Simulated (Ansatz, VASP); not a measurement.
ZnAg2S2: VASP beside Ansatz

```
CELL_PARAMETERS angstrom
4.46625 0.00000 0.00000
-2.23313 3.86789 0.00000
0.00000 0.00000 5.58413
ATOMIC_POSITIONS crystal
Zn 0.66667 0.33333 0.00000
Ag 0.66667 0.33333 0.50000
Ag 0.00000 0.00000 0.00000
S 0.33333 0.66667 0.74172
S 0.33333 0.66667 0.25828
```

Change from the starting cell: species swapped into the Sr2ZnSb2 type (P-6m2, No. 187).

Alike in both runs: functional PBE; k mesh 12 × 12 × 8; occupations gaussian, width 0.1 eV; no spin polarisation.

Ansatz relaxed the structure, and its values are those at the end. VASP's run is a single point on that final structure, the one shown.

|  | VASP | Ansatz |
| --- | --- | --- |
| version | VASP 6.6.1 | Ansatz 0.2.0 |
| potentials or method | VASP PAW PBE potentials, release 64 (Zn, Ag, S), cutoff 520 eV | scalar-relativistic, plane waves, PAW |
| valence electrons in the cell | 46 | 62 |

```tsv
	VASP	Ansatz	Ansatz less VASP
gap on the k mesh at the Fermi level (eV)	none	none	-
pressure (GPa)	0.0	0.0	+0.01
```

A gap of «none» marks a metal or a gap that the smearing closes. The functional is the same, so the differences come from potentials, cutoffs and numerics. VASP's potentials hold 46 valence electrons a cell and Ansatz's 62, so a difference there can come from the potentials and not from the codes.
